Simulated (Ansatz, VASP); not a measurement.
# Ge2P: VASP beside Ansatz

```
Ge P
1.0
     4.58505    0.00000    0.00000
    -2.29253    3.97077    0.00000
     0.00000    0.00000    2.95441
Ge P
2 1
Direct
  0.33333 0.66667 0.50000
  0.66667 0.33333 0.50000
  0.00000 0.00000 0.00000
```

Change from the starting cell: species swapped into the LuSi2 type (P6/mmm, No. 191).

Alike in both runs: functional PBE; k mesh 6 × 6 × 6; occupations gaussian, width 0.1 eV; no spin polarisation.

Ansatz relaxed the structure, and its values are those at the end. VASP's run is a single point on that final structure, the one shown.

|  | VASP | Ansatz |
| --- | --- | --- |
| version | VASP 6.6.1 | Ansatz 0.2.0 |
| potentials or method | VASP PAW PBE potentials, release 64 (Ge_d, P), cutoff 520 eV | scalar-relativistic, plane waves, PAW |
| valence electrons in the cell | 33 | 33 |

```tsv
	VASP	Ansatz	Ansatz less VASP
gap on the k mesh at the Fermi level (eV)	none	none	-
pressure (GPa)	0.0	0.0	0.00
```

A gap of «none» marks a metal or a gap that the smearing closes. The functional is the same, so the differences come from potentials, cutoffs and numerics.
